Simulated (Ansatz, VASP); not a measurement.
## MgO in VASP and in Ansatz

File POSCAR:

```
MgO
1.0
    0.0000000000      2.0970013927      2.0970013927
    2.0970013927      0.0000000000      2.0970013927
    2.0970013927      2.0970013927      0.0000000000
Mg O
1 1
Direct
    0.0000000000      0.0000000000      0.0000000000
    0.5000000000      0.5000000000      0.5000000000
```

INCAR.step1

```
ALGO = Normal
EDIFF = 1E-4
ENCUT = 600
GGA = PE
ISMEAR = 0
LASPH = T
LCHARG = F
LREAL = F
LWAVE = T
NELM = 100
PREC = Accurate
SIGMA = 0.02
```

The input INCAR.step2:

```
ALGO = Normal
EDIFF = 1E-6
EDIFFG = -0.01
ENCUT = 600
IBRION = 2
ISIF = 3
ISMEAR = 0
ISTART = 1
LASPH = T
LCHARG = F
LMIXTAU = T
LREAL = F
LWAVE = F
METAGGA = R2SCAN
NELM = 100
NSW = 100
PREC = Accurate
SIGMA = 0.02
```

Contents of KPOINTS:

```
k-points
0
Gamma
  10 10 10
```

Input for Ansatz:

```yaml
crystal:
  lattice:
    - [0.0, 2.0970013927, 2.0970013927]
    - [2.0970013927, 0.0, 2.0970013927]
    - [2.0970013927, 2.0970013927, 0.0]
  atoms:
    - { symbol: Mg, position: [0.0, 0.0, 0.0] }
    - { symbol: O, position: [0.5, 0.5, 0.5] }
basis:
  ecutwfc: 500
kpoints:
  mp_grid: { grid: [10, 10, 10] }
hamiltonian:
  xc: r2scan
scf:
  occupations: { method: gaussian, width: 0.02 }
output:
  forces: true
  stress: true
  eigenvalues: true
  write_density: true
  write_potential: true
  elf: true
  volumetric_format: npy
relax:
  adjacent_minimum: "off"
  f_tol: 0.01
  max_steps: 80
  cell: { stress_tol: 0.05 }
```

Alike in both runs: task relaxation of cell and atoms; functional r2SCAN; k mesh 10 × 10 × 10; occupations gaussian, width 0.02 eV; no spin polarisation.

```csv
,VASP,Ansatz
version,VASP 6.6.1,Ansatz 0.2.0
potentials or method,"VASP PAW PBE potentials, release 64 (Mg, O), cutoff 600 eV","scalar-relativistic, plane waves, PAW"
valence electrons in the cell,8,16
```

```csv
,VASP,Ansatz,Ansatz less VASP
"gap on the k mesh at the Fermi level, each at its own relaxed structure (eV)",5.74,5.68,-0.054
relaxed volume (Å³/atom),9.22,9.29,+0.069
relaxed cell length with the largest relative difference (Å),2.966,2.973,+0.0074
```

VASP's potentials were made for PBE, not for r2SCAN. VASP's potentials hold 8 valence electrons a cell and Ansatz's 16, so a difference there can come from the potentials and not from the codes.

Noted on VASP's run: the relaxation stopped at its first step, so nothing moved.
